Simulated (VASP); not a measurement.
# CdS5 (P1) in VASP: a series of runs

Runs on CdS5. Level: PBE. Tasks: relaxation of cell and atoms, single point.

Program: VASP 6.6.1. These are calculated values, not measurements. Logs are shortened: lines on timing, memory, paths and dates and some standing lists are left out, and cuts for length are marked.

## Step 1: The cell of the first run

The typed cell holds 6 atoms: a = 4.370 Å, b = 4.422 Å, c = 9.097 Å, α = 97.04°, β = 101.64°, γ = 103.44°.

## Step 2: Relaxation of cell and atoms, PBE

Contents of INCAR:

```
PREC     = Accurate       # precision mode
ENCUT    = 600            # plane-wave cutoff, eV
EDIFF    = 1E-6           # SCF threshold, eV
ISMEAR   = 0              # smearing method
SIGMA    = 0.02           # smearing width, eV
LREAL    = F              # projectors in reciprocal space
LASPH    = T              # aspherical terms in the spheres
NELM     = 60             # most SCF steps
ALGO     = Normal         # electronic algorithm
ISIF     = 3              # what is computed and relaxed
LWAVE    = F              # write WAVECAR
LCHARG   = F              # write CHGCAR
GGA      = PE             # functional
IBRION   = 2              # ionic algorithm
NSW      = 100            # ionic steps
EDIFFG   = -0.01          # ionic threshold
KPAR     = 4
```

Contents of KPOINTS:

```
regular mesh
0
Gamma
  8 6 4
```

Contents of POSCAR:

```
CdS5
1.0
    4.3702546482      0.0000000000      0.0000000000
   -1.0281545737      4.3011907019      0.0000000000
   -1.8350910907     -1.5857414507      8.7682589518
Cd S
1 5
Direct
    0.0337863579      0.0789500613      0.9982344351
    0.8740124819      0.5788958509      0.6470720661
    0.4504168237      0.2864416127      0.4950161794
    0.5723169777      0.9838796463      0.3420892448
    0.6135320442      0.2215634791      0.1562710967
    0.8099353147      0.4962693498      0.8613169781
```

Potentials or basis: VASP PAW PBE potentials, release 64 (Cd, S).

On the command line:

```
$ cat potpaw_PBE.64/Cd/POTCAR potpaw_PBE.64/S/POTCAR > POTCAR
$ mpirun -np 4 vasp_std > vasp.out
```

OUTCAR:

```text
PREC = Accurate
   ENCUT = 600
   EDIFF = 1E-6
   ISMEAR = 0
   LREAL = F
   LASPH = T
   NELM = 60
   ISIF = 3
   GGA = PE
   IBRION = 2
   NSW = 100
   EDIFFG = -0.01

 ion  position               nearest neighbor table
   1  0.034  0.079  0.998-   5 2.54   6 2.59   6 2.61   5 2.69
   2  0.874  0.579  0.647-   6 2.09   3 2.10
   3  0.450  0.286  0.495-   4 2.05   2 2.10
   4  0.572  0.984  0.342-   3 2.05   5 2.11
   5  0.614  0.222  0.156-   4 2.11   1 2.54   1 2.69
   6  0.810  0.496  0.861-   2 2.09   1 2.59   1 2.61

  LATTYP: Found a triclinic cell.
 ALAT       =     5.4470059998
 B/A-ratio  =     0.8118897822
 C/A-ratio  =     1.9934486227
 COS(alpha) =     0.0091738061
 COS(beta)  =     0.4659614566
 COS(gamma) =     0.6253582008

  Lattice vectors:

 A1 = (  -3.3421000745,  -4.3011907019,   0.0000000000)
 A2 = (   1.0281545737,  -4.3011907019,   0.0000000000)
 A3 = (  -6.2053457389,  -1.5857414507,   8.7682589518)

Analysis of symmetry for initial positions (statically):
=====================================================================
 Subroutine PRICEL returns:
 Original cell was already a primitive cell.

 Routine SETGRP: Setting up the symmetry group for a
 triclinic supercell.

 Subroutine GETGRP returns: Found  1 space group operations
 (whereof  1 operations were pure point group operations)
 out of a pool of  2 trial point group operations.

The static configuration has the point symmetry C_1 .

Analysis of symmetry for dynamics (positions and initial velocities):
=====================================================================
 Subroutine PRICEL returns:
 Original cell was already a primitive cell.

 Routine SETGRP: Setting up the symmetry group for a
 triclinic supercell.

 Subroutine GETGRP returns: Found  1 space group operations
 (whereof  1 operations were pure point group operations)
 out of a pool of  2 trial point group operations.

The dynamic configuration has the point symmetry C_1 .

 Subroutine INISYM returns: Found  1 space group operations
 (whereof  1 operations are pure point group operations),
[... 118 lines left out ...]
   EFERMI =   0.00;   METHOD = LEGACY
   ISMEAR =     0;   SIGMA  =   0.02  broadening in eV -4-tet -1-fermi 0-gaus
   EFERMI_NEDOS =   21; number of points for ismear=-14 and -15
   IALGO  =     38    algorithm
   IMIX   =      4    mixing-type and parameters
     AMIX     =   0.40;   BMIX     =  1.00
     AMIX_MAG =   1.60;   BMIX_MAG =  1.00
  volume/ion in A,a.u.               =      27.47       185.38
  Fermi-wavevector in a.u.,A,eV,Ry     =   1.037899  1.961344 14.656656  1.077234
  Thomas-Fermi vector in A             =   2.172358
   LORBIT       =      0    0 simple, 1 ext, 2 COOP (PROOUT), +10 PAW based schemes
   GGA     = PE    functional components
   LHFCALC =     F    Hartree Fock is set to
   AEXX    =    0.0000 exact exchange contribution
   IVDW    =     0    specifies the selected vdW correction
   LEPSILON=     F    determine dielectric tensor
   LRPA    =     F    only Hartree local field effects (RPA)
 conjugate gradient relaxation of ions
 non-spin polarized calculation
 Gauss-broadening in eV      SIGMA  =   0.02
  energy-cutoff  :      600.00
  volume of cell :      164.82
 maximum number of plane-waves:      5528
   NGX = 17   NGY = 17   NGZ = 37

--------------------------------------- Ionic step        1  -------------------------------------------

 number of electron      42.0000003 magnetization

 Free energy of the ion-electron system (eV)
  ---------------------------------------------------
  ext. energy  EPLUGINS =         0.00000000
  ---------------------------------------------------
  free energy    TOTEN  =       -21.83471630 eV

  energy without entropy =      -21.83471630  energy(sigma->0) =      -21.83471630

------------------------ aborting loop because EDIFF is reached ----------------------------------------

  FORCE on cell =-STRESS in cart. coord.  units (eV):
  Direction    XX          YY          ZZ          XY          YZ          ZX
  --------------------------------------------------------------------------------------
  -------------------------------------------------------------------------------------
  Total       -0.0634921     -0.1339280     -0.4655458     -0.0354248      0.0059830      0.1074408
  in kB       -0.6171937     -1.3018866     -4.5254752     -0.3443575      0.0581592      1.0444103
  external PRESSURE =      -2.1481851 kB  Pullay stress =       0.0000000 kB
[... 101 lines left out ...]
  FREE ENERGIE OF THE ION-ELECTRON SYSTEM (eV)
  ---------------------------------------------------
  free  energy   TOTEN  =       -21.8362066851 eV

  energy  without entropy=      -21.8362066851  energy(sigma->0) =      -21.83620669

[... ionic steps 4 to 7 ...]

--------------------------------------- Ionic step        8  -------------------------------------------

 number of electron      42.0000002 magnetization

------------------------ aborting loop because EDIFF is reached ----------------------------------------
[... 75 lines left out ...]
--------------------------------------- Ionic step       10  -------------------------------------------

 number of electron      42.0000002 magnetization

 Free energy of the ion-electron system (eV)
  ---------------------------------------------------
  ext. energy  EPLUGINS =         0.00000000
  ---------------------------------------------------
  free energy    TOTEN  =       -21.83672449 eV

  energy without entropy =      -21.83672449  energy(sigma->0) =      -21.83672449

 E-fermi :   1.5977     XC(G=0):  -8.1428

 val. band max:        1.4875830662   @ k =   0.0000   0.5000  -0.0000
 cond. band min:       2.6989426459   @ k =   0.0000   0.0000   0.0000
 fundamental gap:      1.2113595797
 Fermi energy:         1.5977460231

 k-point     1 :       0.0000    0.0000    0.0000
  band No.  band energies     occupation
      1     -14.5238      2.00000
      2     -13.1672      2.00000
      3     -11.6200      2.00000
      4      -9.4580      2.00000
      5      -7.9971      2.00000
      6      -6.5912      2.00000
[... 661 lines left out ...]
     24       4.9767      0.00000
     25       5.3919      0.00000

 [... further k-points ...]

------------------------ aborting loop because EDIFF is reached ----------------------------------------

  FORCE on cell =-STRESS in cart. coord.  units (eV):
  Direction    XX          YY          ZZ          XY          YZ          ZX
  --------------------------------------------------------------------------------------
  -------------------------------------------------------------------------------------
  Total       -0.0088319     -0.0161817      0.0086085      0.0027430     -0.0016222     -0.0073145
  in kB       -0.0857664     -0.1571393      0.0835968      0.0266369     -0.0157527     -0.0710307
  external PRESSURE =      -0.0531030 kB  Pullay stress =       0.0000000 kB
[... 21 lines left out ...]
  FREE ENERGIE OF THE ION-ELECTRON SYSTEM (eV)
  ---------------------------------------------------
  free  energy   TOTEN  =       -21.8367244868 eV

  energy  without entropy=      -21.8367244868  energy(sigma->0) =      -21.83672449

 reached required accuracy - stopping structural energy minimisation
```

It took 16 min on 4 MPI ranks of Oxide Virtual Turin-like, shared host; peak memory 0.62 GiB.

Results:

| Item | Value |
| --- | --- |
| Free energy | -21.8367 eV |
| Relaxed volume | 27.50 Å³/atom |
| Relaxed cell | a = 4.378 Å, b = 4.428 Å, c = 9.083 Å, α = 97.08°, β = 101.65°, γ = 103.50° |
| Space group after relaxing (to 0.1 Å) | P1 (No. 1) |
| Energy gained by relaxing | 0.3 meV/atom |
| Ionic steps | 10 |
| Pressure after relaxing | 0.0 GPa |
| Largest force after relaxing | 0.008 eV/Å |
| Band gap on the k mesh | 1.21 eV (least direct gap 1.47 eV) |

Forces in eV/Å, atoms in the order of the input:
```
Cd  -0.005  0.000 -0.001
S    0.005 -0.001 -0.007
S    0.002 -0.006 -0.002
S    0.000  0.002  0.006
S    0.000  0.003  0.001
S   -0.002  0.002  0.003
```

The path:
```csv
step,energy change (eV),largest force (eV/Å),pressure (GPa),volume (Å³)
1,0.0000,0.1321,-0.21,164.82
2,-0.0002,0.1425,0.37,163.94
3,-0.0015,0.0376,0.09,164.36
4,-0.0018,0.0254,0.05,164.62
5,-0.0020,0.0120,0.00,164.96
6,-0.0020,0.0116,0.00,164.99
7,-0.0020,0.0112,0.00,165.00
8,-0.0020,0.0101,-0.02,165.04
9,-0.0020,0.0107,-0.02,165.04
10,-0.0020,0.0083,-0.01,164.99
```

Final structure:
```
Cd S
1.0
     4.37799   -0.00202    0.00064
    -1.03196    4.30645   -0.00102
    -1.83631   -1.58844    8.75198
Cd S
1 5
Direct
  0.03385 0.07885 0.99824
  0.87350 0.57816 0.64677
  0.45147 0.28600 0.49516
  0.57234 0.98511 0.34236
  0.61392 0.22192 0.15712
  0.80893 0.49596 0.86035
```

A k mesh can miss the band edges.

## Step 3: Single point, PBE

Contents of INCAR:

```
  ALGO = Normal
  EDIFF = 1E-6
  ENCUT = 520
  GGA = PE
  ISIF = 2
  ISMEAR = 0
  LASPH = True
  LCHARG = False
  LREAL = False
  LWAVE = False
  NBANDS = 30
  NELM = 80
  PREC = Accurate
  SIGMA = 0.02
```

Contents of KPOINTS:

```
k-points
0
Gamma
  8 6 4
```

Contents of POSCAR:

```
CdS5
1.0
    4.3716395205     -0.0005665124     -0.0000675214
   -1.0290379412      4.3005522014      0.0001555464
   -1.8356025184     -1.5849343253      8.7665201747
Cd S
1 5
Direct
    0.0334210430      0.0788260582      0.9982619874
    0.8745444541      0.5793058127      0.6470654635
    0.4510367447      0.2861860524      0.4952267643
    0.5719259964      0.9836321788      0.3420058068
    0.6132859824      0.2215809352      0.1562038762
    0.8097857795      0.4964689627      0.8612361020
```

Potentials or basis: VASP PAW PBE potentials, release 64 (Cd, S).

On the command line:

```
$ cat potpaw_PBE.64/Cd/POTCAR potpaw_PBE.64/S/POTCAR > POTCAR
$ mpirun -np 1 vasp_std > vasp.out
```

Wall time 9.6 min (1 thread of Oxide Virtual Turin-like, shared host); peak memory 0.52 GiB.

Results (log left out):

```
Free energy            : -21.8338 eV
Pressure               : -0.2 GPa
Largest force          : 0.128 eV/Å
Band gap on the k mesh : 1.21 eV (least direct gap 1.47 eV)
```

Forces on the atoms (eV/Å):
```
Cd   0.002 -0.009  0.000
S   -0.070 -0.079  0.028
S    0.107 -0.018 -0.021
S   -0.043  0.114  0.014
S   -0.006 -0.042  0.102
S    0.010  0.034 -0.123
```

Stress tensor (GPa, compression positive):
```
-0.07 -0.04  0.11
-0.04 -0.14  0.01
 0.11  0.01 -0.44
```

Levels at points of the mesh, in eV from the valence-band top:
```
           k point  band 17  band 18  band 19  band 20  band 21  band 22  band 23  band 24  band 25  band 26
(0.00, 0.00, 0.00)    -2.13    -1.67    -1.01    -0.48    -0.25     1.21     2.36     2.40     2.96     3.91
(0.50, 0.00, 0.00)    -1.94    -1.42    -1.00    -0.94    -0.36     1.83     2.70     3.13     3.84     4.10
(0.00, 0.50, 0.00)    -2.01    -1.42    -1.12    -0.72     0.00     2.03     2.77     3.19     3.55     4.05
(0.50, 0.50, 0.00)    -2.43    -1.63    -1.34    -1.01    -0.13     2.19     2.87     3.56     4.07     4.38
(0.00, 0.00, 0.50)    -1.73    -1.51    -1.38    -0.67    -0.34     1.97     2.24     2.65     3.13     3.31
(0.50, 0.00, 0.50)    -2.22    -1.90    -1.35    -0.49    -0.08     2.53     2.68     2.77     3.67     3.80
(0.00, 0.50, 0.50)    -2.18    -1.39    -1.15    -0.69    -0.06     2.26     2.55     3.23     3.39     4.11
(0.50, 0.50, 0.50)    -2.18    -1.91    -1.52    -0.92    -0.04     2.19     2.69     3.35     3.92     4.33
```

## Step 4: Single point, PBE

This run uses another cell than the first one: it holds 12 atoms, not 6.

Contents of INCAR:

```
PREC = Accurate
ENCUT = 520
EDIFF = 1E-6
ISMEAR = 0
SIGMA = 0.02
LREAL = False
LASPH = True
NELM = 80
ALGO = Normal
ISIF = 2
LWAVE = False
LCHARG = False
GGA = PE
NBANDS = 54
```

Contents of KPOINTS:

```
Automatic mesh
0
Gamma
  6 6 2
```

Contents of POSCAR:

```
CdS5
1.0
    4.7140001875      0.0013427053     -0.1051439954
   -0.0030356758      4.8114460963     -0.0892627460
   -1.3572103068     -1.2235324281     16.8449618900
Cd S
2 10
Direct
    0.0130820233      0.9155211014      0.0017503644
    0.5120834598      0.4143180574     -0.0012166180
    0.3617199730      0.8676339275      0.6854481051
    0.6706467215      0.5766896312      0.7313530791
    0.8198141083      0.3520708899      0.6392967112
    0.5105190089      1.0327188912      0.5933712911
    0.9269248935      0.0054275106      0.2684355905
    0.6507936401      0.7204302163      0.3147306427
    0.8665445335      0.5498138342      0.4064184419
    0.1426624066      0.2354901273      0.3598892647
    0.0377649871      0.4368538420      0.0685840662
    0.4874442445      0.8930319714      0.9319390613
```

Potentials or basis: VASP PAW PBE potentials, release 64 (Cd, S).

On the command line:

```
$ cat potpaw_PBE.64/Cd/POTCAR potpaw_PBE.64/S/POTCAR > POTCAR
$ mpirun -np 1 vasp_std > vasp.out
```

OUTCAR:

```text
PREC = Accurate
   ENCUT = 520
   EDIFF = 1E-6
   ISMEAR = 0
   LREAL = False
   LASPH = True
   NELM = 80
   ISIF = 2
   GGA = PE

 ion  position               nearest neighbor table
   1  0.013  0.916  0.002-  12 2.63  12 2.63  11 2.65  11 2.65   2 3.37   2 3.37   2 3.37   2 3.37

   2  0.512  0.414  0.999-  11 2.63  11 2.63  12 2.65  12 2.66   1 3.37   1 3.37   1 3.37   1 3.37

   3  0.362  0.868  0.685-   6 2.00   4 2.16
   4  0.671  0.577  0.731-   5 2.00   3 2.16
   5  0.820  0.352  0.639-   4 2.00   6 2.16
[... 1602 lines left out ...]

 VOLUME and BASIS-vectors are now :
 -----------------------------------------------------------------------------
  energy-cutoff  :      520.00
  volume of cell :      380.86
      direct lattice vectors                 reciprocal lattice vectors
     4.714000187  0.001342705 -0.105143995     0.212516578  0.000452354  0.017155465
    -0.003035676  4.811446096 -0.089262746     0.000278393  0.208118762  0.015139120
    -1.357210307 -1.223532428 16.844961890     0.001327975  0.001105661  0.059552236

 POSITION                                       TOTAL-FORCE (eV/Angst)
 -----------------------------------------------------------------------------------
      0.05651      4.40286     -0.05361         0.000034     -0.000412      0.004791
      1.05714      0.77211     16.73364         0.000614      0.000785     -0.004144
      0.77222      3.33639     11.43087         0.108615      0.023928     -0.091024
      2.16708      1.88078     12.19762         0.014954     -0.027158     -0.137626
      2.99588      0.91287     10.65130        -0.108739      0.026503      0.089099
      1.60116     -0.56790      9.93872        -0.015843     -0.024818      0.136659
      4.00518     -0.30108      4.42384         0.017347      0.025384      0.136880
      2.63850      3.08210      5.16889         0.106257     -0.023909      0.078836
      3.53163      2.14930      6.70591        -0.015674      0.023600     -0.135511
      0.18335      0.69290      6.02630        -0.106479     -0.024996     -0.078619
      0.08362      2.01803      1.11233         0.000656      0.000999      0.052972
      1.03026      3.15717     15.56751        -0.001741      0.000094     -0.052314
 -----------------------------------------------------------------------------------
    total drift:                                0.000463      0.000166      0.000344

  FREE ENERGIE OF THE ION-ELECTRON SYSTEM (eV)
  ---------------------------------------------------
  free  energy   TOTEN  =       -43.9591500996 eV

  energy  without entropy=      -43.9591500996  energy(sigma->0) =      -43.95915010
```

Wall time 24 min (1 thread of Oxide Virtual Turin-like, shared host); peak memory 0.73 GiB.

What came out:

```
Free energy            : -43.9592 eV
Pressure               : -0.2 GPa
Largest force          : 0.144 eV/Å
Band gap on the k mesh : 0.93 eV
```

Forces on the atoms (eV/Å):
```
Cd   0.000  0.000  0.005
Cd   0.001  0.001 -0.004
S    0.109  0.024 -0.091
S    0.015 -0.027 -0.138
S   -0.109  0.027  0.089
S   -0.016 -0.025  0.137
S    0.017  0.025  0.137
S    0.106 -0.024  0.079
S   -0.016  0.024 -0.136
S   -0.106 -0.025 -0.079
S    0.001  0.001  0.053
S   -0.002  0.000 -0.052
```

Stress tensor (GPa, compression positive):
```
-0.12  0.00  0.00
 0.00 -0.20 -0.01
 0.00 -0.01 -0.31
```

Levels at points of the mesh, in eV from the valence-band top:
```tsv
k point	band 40	band 41	band 42	band 43	band 44	band 45
(0.00, 0.00, 0.00)	-0.77	-0.07	0.00	0.93	1.40	2.06
(0.50, 0.00, 0.00)	-0.64	-0.34	-0.32	2.03	2.11	2.42
(0.00, 0.50, 0.00)	-1.08	-0.96	-0.91	2.24	2.25	3.38
(0.50, 0.50, 0.00)	-0.78	-0.74	-0.73	3.02	3.08	3.11
(0.00, 0.00, 0.50)	-0.77	-0.04	-0.03	0.93	1.40	2.06
(0.50, 0.00, 0.50)	-0.64	-0.35	-0.31	2.02	2.10	2.49
(0.00, 0.50, 0.50)	-1.07	-0.96	-0.90	2.24	2.25	3.38
(0.50, 0.50, 0.50)	-0.78	-0.74	-0.73	3.04	3.07	3.11
```

A k mesh can miss the band edges.

## Step 5: Overview

| task | cell | k mesh | cutoff (eV) | gap on the mesh (eV) | pressure (GPa) | largest force (eV/Å) |
| --- | --- | --- | --- | --- | --- | --- |
| relaxation of cell and atoms | relaxed from a = 4.370, b = 4.422, c = 9.097 Å, angles 97.0, 101.6, 103.4°, 6 atoms, atomic positions A | 8 × 6 × 4 | 600 | 1.21 | 0.0 | 0.01 |
| single point | a = 4.372, b = 4.422, c = 9.096 Å, angles 97.0, 101.6, 103.5°, 6 atoms, atomic positions B | 8 × 6 × 4 | 520 | 1.21 | -0.2 | 0.13 |
| single point | a = 4.715, b = 4.812, c = 16.944 Å, angles 95.2, 95.9, 90.0°, 12 atoms, atomic positions C | 6 × 6 × 2 | 520 | 0.93 | -0.2 | 0.14 |

Alike in all rows: level PBE; potentials or basis VASP PAW PBE potentials, release 64 (Cd, S); no spin polarisation; smearing gaussian 0.02 eV.

Total energies depend on the potentials used, so only differences within one code and one set of settings carry meaning.
